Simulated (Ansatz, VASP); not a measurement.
**Sb: VASP beside Ansatz**

```
Sb
1.0
     0.04610    2.32805    2.32805
     2.32805    0.04610    2.32805
     2.32805    2.32805    0.04610
Sb
1
Direct
  0.00000 0.00000 0.00000
```

Change from the starting cell: equal xy, yz and zx shear strains of +2 %, PAW files.

Alike in both runs: task electric field gradients; functional PBEsol; k mesh 12 × 12 × 12; occupations fermi-dirac, width 0.05 eV; no spin polarisation.

```csv
,VASP,Ansatz
version,VASP 6.6.1,Ansatz 0.2.0
potentials or method,"VASP PAW PBE potentials, release 64 (Sb)","PAW with Ansatz's default frozen-core files, scalar-relativistic"
plane-wave cutoff (eV),520,420
valence electrons in the cell,5,15
```

```csv
,VASP,Ansatz,Ansatz less VASP
pressure (GPa),5.5,5.5,-0.04
"traceless stress, the component that is largest in VASP (GPa)",-0.16,-0.14,+0.025
size of Vzz on the site where it differs most (V/Å²),10.5,12.4,+1.90
```

VASP's potentials were made for PBE, not for PBEsol. VASP's potentials hold 5 valence electrons a cell and Ansatz's 15, so a difference there can come from the potentials and not from the codes.

Neither program's run includes spin-orbit coupling.
